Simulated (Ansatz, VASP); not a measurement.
## Rh: VASP beside Ansatz

The input INCAR:

```
PREC = Accurate
ENCUT = 600
EDIFF = 1E-6
ISMEAR = 0
SIGMA = 0.1
LREAL = F
LASPH = T
NELM = 100
ALGO = Normal
ISIF = 3
LWAVE = F
LCHARG = F
GGA = PE
IBRION = 2
NSW = 90
EDIFFG = -0.04
```

Contents of KPOINTS:

```
Automatic mesh
0
Gamma
  9 9 9
```

Contents of POSCAR:

```
Rh
1.0
    1.3473380266      0.7778859723      4.6765387918
   -1.3473380266      0.7778859723      4.6765387918
    0.0000000000     -1.5557719446      4.6765387918
Rh
2
Direct
    0.0890441859      0.0890441859      0.0890441859
    0.9109558141      0.9109558141      0.9109558141
```

Input for Ansatz:

```yaml
crystal:
  lattice:
    - [1.3473380266, 0.7778859723, 4.6765387918]
    - [-1.3473380266, 0.7778859723, 4.6765387918]
    - [0.0, -1.5557719446, 4.6765387918]
  atoms:
    - { symbol: Rh, position: [0.0890441859, 0.0890441859, 0.0890441859] }
    - { symbol: Rh, position: [0.9109558141, 0.9109558141, 0.9109558141] }
basis:
  ecutwfc: 420
kpoints:
  mp_grid: { grid: [9, 9, 9] }
hamiltonian:
  xc: pbe
scf:
  occupations: { method: gaussian, width: 0.1 }
  lower_state_search: "off"
output:
  forces: true
  stress: true
  eigenvalues: true
relax:
  adjacent_minimum: "off"
  f_tol: 0.04
  max_steps: 70
  cell: { stress_tol: 0.4 }
```

Alike in both runs: task relaxation of cell and atoms; functional PBE; k mesh 9 × 9 × 9; occupations gaussian, width 0.1 eV; no spin polarisation.

```csv
,VASP,Ansatz
version,VASP 6.6.1,Ansatz 0.2.0
potentials or method,"VASP PAW PBE potentials, release 64 (Rh_pv), cutoff 600 eV","scalar-relativistic, plane waves, PAW"
valence electrons in the cell,30,34
```

VASP gave:

| Property | Result |
| --- | --- |
| gap on the k mesh at the Fermi level, each at its own relaxed structure (eV) | none |
| relaxed volume (Å³/atom) | 14.64 |
| relaxed cell length with the largest relative difference (Å) | 4.943 |

Q: Which values does Ansatz return?

A: gap on the k mesh at the Fermi level, each at its own relaxed structure (eV): none; relaxed volume (Å³/atom): 14.65; relaxed cell length with the largest relative difference (Å): 4.943.

A gap of «none» marks a metal or a gap that the smearing closes. VASP's potentials hold 30 valence electrons a cell and Ansatz's 34, so a difference there can come from the potentials and not from the codes.
